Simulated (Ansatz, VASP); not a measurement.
**Two plane-wave programs on Mo**

```
CELL_PARAMETERS angstrom
-1.57100 1.57100 1.72810
1.57100 -1.57100 1.72810
1.57100 1.57100 -1.72810
ATOMIC_POSITIONS crystal
Mo 0.00000 0.00000 0.00000
```

Change from the starting cell: strain +0.1000 x Voigt [0, 0, 1, 0, 0, 0], atoms carried along.

Alike in both runs: task single point; functional PBEsol; k mesh 22 × 22 × 22; occupations gaussian, width 0.15 eV; no spin polarisation.

```csv
,VASP,Ansatz
version,VASP 6.6.1,Ansatz 0.2.0
potentials or method,"VASP PAW PBE potentials, release 64 (Mo_sv), cutoff 520 eV","scalar-relativistic, plane waves, PAW"
valence electrons in the cell,14,14
```

Ansatz gave:

| Item | Value |
| --- | --- |
| gap on the k mesh at the Fermi level (eV) | none |
| pressure (GPa) | -22.9 |
| traceless stress, the component that is largest in VASP (GPa) | -13.74 |

Question: Estimate VASP's values.

Answer: gap on the k mesh at the Fermi level (eV): none; pressure (GPa): -22.5; traceless stress, the component that is largest in VASP (GPa): -13.73.

VASP's potentials were made for PBE, not for PBEsol. A gap of «none» marks a metal or a gap that the smearing closes.
